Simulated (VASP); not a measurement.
Input of a VASP 6.6.1 run:

Contents of INCAR:

```
SYSTEM = MoW3
PREC = Accurate ; ENCUT = 520
EDIFF = 1E-6 ; ISMEAR = 0
SIGMA = 0.1 ; LREAL = .False.
LASPH = .True. ; NELM = 80
ALGO = Fast ; ISIF = 2
LWAVE = .False. ; LCHARG = .False.
GGA = PE ; NBANDS = 36
```

Contents of KPOINTS:

```
Automatic mesh
0
Gamma
  12 12 12
  0 0 0
```

File POSCAR:

```
MoW3
1.0
    0.0000000000      3.1780352749      3.1780352749
    3.1780352749      0.0000000000      3.1780352749
    3.1780352749      3.1780352749      0.0000000000
Mo W
1 3
Direct
    0.0000000000      0.0000000000      0.0000000000
    0.7500000000      0.7500000000      0.7500000000
    0.5000000000      0.5000000000      0.5000000000
    0.2500000000      0.2500000000      0.2500000000
```

Potentials or basis: VASP PAW PBE potentials, release 64 (Mo_sv, W_sv).

Command:

```bash
$ cat potpaw_PBE.64/Mo_sv/POTCAR potpaw_PBE.64/W_sv/POTCAR > POTCAR
$ mpirun -np 1 vasp_std > vasp.out
```

(1) What does it give for the band gap on the k mesh?

(2) Estimate the pressure.

Answers

(1) zero (bands 28 and 29 overlap by 0.47 eV).

(2) 0.5 GPa.

Caveat: spin-orbit coupling is left out, which moves the levels of the heavy elements.
